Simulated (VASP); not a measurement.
# Co (P6_3/mmc) in VASP: further runs

The runs below take Co through single point, with BLYP, PBE+D4.

Everything below comes from runs of VASP 6.6.1. Logs are shortened: lines on timing, memory, paths and dates and some standing lists are left out, and cuts for length are marked.

### Step 1. The cell of the first run

The structure is hexagonal, space group P6_3/mmc (No. 194). The conventional cell has a = 2.471 Å, b = 2.471 Å, c = 8.088 Å, α = 90.00°, β = 90.00°, γ = 120.00°. Co (site symmetry -6m2) has 12 Co at 2.47 Å within 3.3 Å. Co (site symmetry -3m) has 12 Co at 2.47 Å within 3.3 Å.

### Step 2. Single point, BLYP, collinear spin, ferromagnetic start

The input, INCAR:

```
SYSTEM = Co
AGGAC    = 1.0          
AGGAX    = 1.0          
ALDAC    = 0.0          
ALDAX    = 1.0          
ALGO     = Normal         ! electronic algorithm
EDIFF    = 1E-6           ! SCF threshold, eV
ENCUT    = 520            ! plane-wave cutoff, eV
GGA      = B5             ! functional
ISIF     = 2              ! what is computed and relaxed
ISMEAR   = -1             ! smearing method
ISPIN    = 2              ! spin polarisation
LASPH    = .True.         ! aspherical terms in the spheres
LCHARG   = .False.        ! write CHGCAR
LMAXMIX  = 4              ! l up to which the mixer works
LORBIT   = 11             ! projections on sites
LREAL    = .False.        ! projectors in reciprocal space
LWAVE    = .False.        ! write WAVECAR
MAGMOM   = 2 2 2 2        ! initial moments
NBANDS   = 30             ! bands
NELM     = 150            ! most SCF steps
PREC     = Accurate       ! precision mode
SIGMA    = 0.05           ! smearing width, eV
```

The input, KPOINTS:

```
k-points
0
Gamma
  12 12 4
  0 0 0
```

The input, POSCAR:

```
Co
1.0
    2.4705617809      0.0000000000      0.0000000000
   -1.2352808905      2.1395692639      0.0000000000
    0.0000000000      0.0000000000      8.0882338000
Co
4
Direct
    0.6666666667      0.3333333333      0.7500000000
    0.0000000000      0.0000000000      0.5000000000
    0.3333333333      0.6666666667      0.2500000000
    0.0000000000      0.0000000000      0.0000000000
```

Potentials or basis: VASP PAW PBE potentials, release 64 (Co).

Run with:

```sh
$ cat potpaw_PBE.64/Co/POTCAR > POTCAR
$ mpirun -np 1 vasp_std > vasp.out
```

OUTCAR:

```text
SYSTEM = Co
   EDIFF = 1E-6
   ENCUT = 520
   GGA = B5
   ISIF = 2
   ISMEAR = -1
   ISPIN = 2
   LASPH = .True.
   LORBIT = 11
   LREAL = .False.
   NELM = 150
   PREC = Accurate

 ion  position               nearest neighbor table
   1  0.667  0.333  0.750-   2 2.47   4 2.47   2 2.47   4 2.47   2 2.47   4 2.47
   2  0.000  0.000  0.500-   1 2.47   3 2.47   1 2.47   3 2.47   1 2.47   3 2.47
   3  0.333  0.667  0.250-   2 2.47   4 2.47   2 2.47   4 2.47   2 2.47   4 2.47
   4  0.000  0.000  0.000-   1 2.47   3 2.47   1 2.47   3 2.47   1 2.47   3 2.47

  LATTYP: Found a hexagonal cell.
 ALAT       =     2.4705617809
 C/A-ratio  =     3.2738439745

  Lattice vectors:

 A1 = (   2.4705617809,   0.0000000000,   0.0000000000)
 A2 = (  -1.2352808905,   2.1395692639,   0.0000000000)
 A3 = (   0.0000000000,   0.0000000000,   8.0882338000)

Analysis of symmetry for initial positions (statically):
=====================================================================
 Subroutine PRICEL returns:
 Original cell was already a primitive cell.

 Routine SETGRP: Setting up the symmetry group for a
 hexagonal supercell.

 Subroutine GETGRP returns: Found 24 space group operations
 (whereof 12 operations were pure point group operations)
 out of a pool of 24 trial point group operations.

The static configuration has the point symmetry D_3d.
 The point group associated with its full space group is D_6h.

Analysis of symmetry for dynamics (positions and initial velocities):
=====================================================================
 Subroutine PRICEL returns:
 Original cell was already a primitive cell.

 Routine SETGRP: Setting up the symmetry group for a
 hexagonal supercell.

 Subroutine GETGRP returns: Found 24 space group operations
 (whereof 12 operations were pure point group operations)
 out of a pool of 24 trial point group operations.

The dynamic configuration has the point symmetry D_3d.
 The point group associated with its full space group is D_6h.

Analysis of structural, dynamic, and magnetic symmetry:
=====================================================================
 Subroutine PRICEL returns:
 Original cell was already a primitive cell.

 Routine SETGRP: Setting up the symmetry group for a
 hexagonal supercell.

 Subroutine GETGRP returns: Found 24 space group operations
 (whereof 12 operations were pure point group operations)
 out of a pool of 24 trial point group operations.

The overall configuration has the point symmetry D_3d.
 The point group associated with its full space group is D_6h.

[... 124 lines left out ...]
  Fermi-wavevector in a.u.,A,eV,Ry     =   1.545908  2.921343 32.515647  2.389833
  Thomas-Fermi vector in A             =   2.651220
   LORBIT       =     11    0 simple, 1 ext, 2 COOP (PROOUT), +10 PAW based schemes
   GGA     = B5    functional components
   LHFCALC =     F    Hartree Fock is set to
   AEXX    =    0.0000 exact exchange contribution
   IVDW    =     0    specifies the selected vdW correction
   LEPSILON=     F    determine dielectric tensor
   LRPA    =     F    only Hartree local field effects (RPA)
 spin polarized calculation
  energy-cutoff  :      520.00
  volume of cell :       42.75
 maximum number of plane-waves:      1170
   NGX =  9   NGY =  9   NGZ = 31

 number of electron      35.9999991 magnetization       6.3814662

 Free energy of the ion-electron system (eV)
  ---------------------------------------------------
  ext. energy  EPLUGINS =         0.00000000
  ---------------------------------------------------
  free energy    TOTEN  =       -24.12925607 eV

  energy without entropy =      -24.09264212  energy(sigma->0) =      -24.11094910

 E-fermi :  10.9977     XC(G=0): -12.8890

 val. band max:       10.9949736752   @ k =   0.0833   0.0000   0.2500
 cond. band min:      10.9998968752   @ k =   0.2500   0.0833   0.0000
 fundamental gap:      0.0049232000
 Fermi energy:        10.9976938527

 spin component 1

 k-point     1 :       0.0000    0.0000    0.0000
  band No.  band energies     occupation
      1       2.0995      1.00000
      2       4.3105      1.00000
      3       4.3293      1.00000
      4       5.8003      1.00000
      5       7.9971      1.00000
      6       8.0368      1.00000
[... 781 lines left out ...]
     29      25.9380      0.00000
     30      26.8256      0.00000

 [... further k-points ...]

 spin component 2

 k-point     1 :       0.0000    0.0000    0.0000
  band No.  band energies     occupation
      1       2.1534      1.00000
      2       4.4446      1.00000
      3       4.4495      1.00000
      4       6.6938      1.00000
      5       9.2686      1.00000
      6       9.3331      1.00000
[... 781 lines left out ...]
     29      26.3368      0.00000
     30      27.2594      0.00000

 [... further k-points ...]
[... 5 lines left out ...]
  --------------------------------------------------------------------------------------
  -------------------------------------------------------------------------------------
  Total        3.8424195      3.8424195      2.9102334     -0.0000000     -0.0000000      0.0000000
  in kB      143.9924069    143.9924069    109.0592819     -0.0000000     -0.0000000      0.0000000
  external PRESSURE =     132.3480319 kB  Pullay stress =       0.0000000 kB

 VOLUME and BASIS-vectors are now :
 -----------------------------------------------------------------------------
  energy-cutoff  :      520.00
  volume of cell :       42.75
      direct lattice vectors                 reciprocal lattice vectors
     2.470561781  0.000000000  0.000000000     0.404766239  0.233691897  0.000000000
    -1.235280890  2.139569264  0.000000000     0.000000000  0.467383794  0.000000000
     0.000000000  0.000000000  8.088233800     0.000000000  0.000000000  0.123636386

 POSITION                                       TOTAL-FORCE (eV/Angst)
 -----------------------------------------------------------------------------------
      1.23528      0.71319      6.06618        -0.000000      0.000000      0.000000
      0.00000      0.00000      4.04412         0.000000      0.000000     -0.000000
     -0.00000      1.42638      2.02206         0.000000     -0.000000      0.000000
      0.00000      0.00000      0.00000        -0.000000      0.000000     -0.000000
 -----------------------------------------------------------------------------------
    total drift:                                0.000000     -0.000000      0.000000

  FREE ENERGIE OF THE ION-ELECTRON SYSTEM (eV)
  ---------------------------------------------------
  free  energy   TOTEN  =       -24.1292560746 eV

  energy  without entropy=      -24.0926421227  energy(sigma->0) =      -24.11094910

 total charge

# of ion       s       p       d       tot
------------------------------------------
    1        0.492   0.518   7.318   8.327
    2        0.492   0.514   7.326   8.332
    3        0.492   0.518   7.318   8.327
    4        0.492   0.514   7.326   8.332
--------------------------------------------------
tot          1.968   2.064  29.286  33.318

 magnetization (x)

# of ion       s       p       d       tot
------------------------------------------
    1       -0.013  -0.045   1.675   1.616
    2       -0.014  -0.044   1.652   1.595
    3       -0.013  -0.045   1.675   1.616
    4       -0.014  -0.044   1.652   1.595
--------------------------------------------------
tot         -0.053  -0.178   6.654   6.423
```

stdout:

```text
POSCAR found type information on POSCAR Co
 POSCAR found :  1 types and       4 ions
 scaLAPACK will be used
 -----------------------------------------------------------------------------
|                                                                             |
|                                                                             |
|     You enforced a specific xc type in the INCAR file but a different       |
|     I HOPE YOU KNOW WHAT YOU ARE DOING!                                     |
|                                                                             |
 -----------------------------------------------------------------------------

 LDA part: xc-table for (Slater(with rela. corr.)+VWN5), standard interpolation
 POSCAR, INCAR and KPOINTS ok, starting setup
 FFT: planning ... GRIDC
 FFT: planning ... GRID_SOFT
 FFT: planning ... GRID
 WAVECAR not read
 entering main loop
```

Wall time 80 s (1 thread of Intel Xeon 6975P-C (Granite Rapids), shared host); peak memory 0.22 GiB.

Results:

| Item | Value |
| --- | --- |
| Free energy | -24.1293 eV |
| Pressure | 13.2 GPa |
| Net moment | 6.38 μB per cell |
| Site moments | Co +1.62, +1.59 (each value once) μB |
| Valence electrons inside the program's atomic spheres | Co 8.33 |

Caveat: the cell stands under pressure; the PAW data sets were made with another functional, which shifts forces and pressure a little.

### Step 3. Single point, PBE+D4, collinear spin, ferromagnetic start

This run uses another cell than the first one, of 10.90 Å³/atom.

The input, INCAR:

```
SYSTEM = Co
  PREC = Accurate
  ENCUT = 520
  EDIFF = 1E-6
  ISMEAR = -1
  SIGMA = 0.05
  LREAL = .False.
  LASPH = .True.
  NELM = 150
  ALGO = Fast
  ISIF = 2
  LWAVE = .False.
  LCHARG = .True.
  ISPIN = 2
  MAGMOM = 2 2 2 2
  LORBIT = 11
  LMAXMIX = 4
  GGA = PE
  IVDW = 13
  LELF = .True.
  LVHAR = .True.
  NBANDS = 30
```

The input, KPOINTS:

```
regular mesh
0
Gamma
  12 12 4
  0 0 0
```

The input, POSCAR:

```
Co
1.0
    2.4869235940      0.0000000000      0.0000000000
   -1.2434617971      2.1537390097      0.0000000000
    0.0000000000      0.0000000000      8.1417998233
Co
4
Direct
    0.6666666667      0.3333333333      0.7500000000
    0.0000000000      0.0000000000      0.5000000000
    0.3333333333      0.6666666667      0.2500000000
    0.0000000000      0.0000000000      0.0000000000
```

Potentials or basis: VASP PAW PBE potentials, release 64 (Co).

Run with:

```sh
$ cat potpaw_PBE.64/Co/POTCAR > POTCAR
$ mpirun -np 1 vasp_std > vasp.out
```

It took 77 s on 1 thread of Intel Xeon 6975P-C (Granite Rapids), shared host; peak memory 0.23 GiB.

Results (log left out):

| Quantity | Value |
| --- | --- |
| Free energy | -29.8317 eV |
| Pressure | -6.3 GPa |
| Net moment | 6.64 μB per cell |
| Site moments | Co +1.69, +1.67 (each value once) μB |
| Valence electrons inside the program's atomic spheres | Co 8.26, 8.27 (each value once) |
| Dispersion energy per atom | -0.426 eV |

Stress tensor (GPa, compression positive):
```
-5.10  0.00  0.00
 0.00 -5.10  0.00
 0.00  0.00 -8.73
```

Levels at points of the mesh, in eV from the Fermi level:
Spin up:
```tsv
k point	band 20	band 21	band 22	band 23	band 24	band 25
(0.00, 0.00, 0.00)	-1.23	-1.23	-0.84	-0.84	-0.28	6.07
(0.50, 0.00, 0.00)	-0.58	0.27	1.36	2.41	3.04	6.87
(0.00, 0.00, 0.50)	-1.68	-1.01	-1.01	-1.01	-1.01	9.06
(0.50, 0.00, 0.50)	-0.61	1.20	1.20	2.75	2.75	7.23
```
Spin down:
```tsv
k point	band 11	band 12	band 13	band 14	band 15	band 16	band 17	band 18
(0.00, 0.00, 0.00)	-1.09	-0.81	-0.81	-0.77	-0.77	-0.32	0.08	0.08
(0.50, 0.00, 0.00)	-0.78	-0.08	-0.04	0.52	1.18	1.20	1.21	1.24
(0.00, 0.00, 0.50)	-1.00	-1.00	-0.91	-0.91	-0.91	-0.91	0.25	0.25
(0.50, 0.00, 0.50)	-0.81	-0.81	-0.23	-0.23	0.82	0.82	1.20	1.20
```

Caveat: the cell stands under tension.
